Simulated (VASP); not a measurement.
## HfN (km): single point with PBEsol

HfN (km):

```xyz
2
Lattice="0.0000 2.2509 2.2509 2.2509 0.0000 2.2509 2.2509 2.2509 0.0000" Properties=species:S:1:pos:R:3 pbc="T T T"
Hf    0.0000    0.0000    0.0000
N     2.2509    2.2509    2.2509
```

```
Program             : VASP 6.6.1
Task                : single point
Functional          : PBEsol
Potentials or basis : VASP PAW PBE potentials, release 64 (Hf_pv, N)
Cutoff              : 600 eV
k mesh              : 6 × 6 × 6
Occupations         : gaussian, width 0.1 eV
Spin                : no spin polarisation
```

```yaml
Pressure: -2.5 GPa
```

Levels at points of the mesh, in eV from the Fermi level:
| k point | band 6 | band 7 | band 8 | band 9 | band 10 | band 11 |
| --- | --- | --- | --- | --- | --- | --- |
| (0.00, 0.00, 0.00) | -3.13 | -3.13 | -0.53 | -0.53 | -0.53 | 1.78 |
| (0.50, 0.00, 0.00) | -6.37 | -6.37 | 3.20 | 3.61 | 3.61 | 4.32 |
| (0.50, 0.50, 0.00) | -4.04 | -3.79 | -3.79 | 4.00 | 5.48 | 5.48 |

Wall time 18 s on 1 thread of Intel Xeon 8259CL, on a shared host, peak memory 0.16 GiB.

Caveat: the k points lie up to 0.40 Å⁻¹ apart; the PAW data sets were made with another functional, which shifts forces and pressure a little; spin-orbit coupling is left out, which moves the levels of the heavy elements.
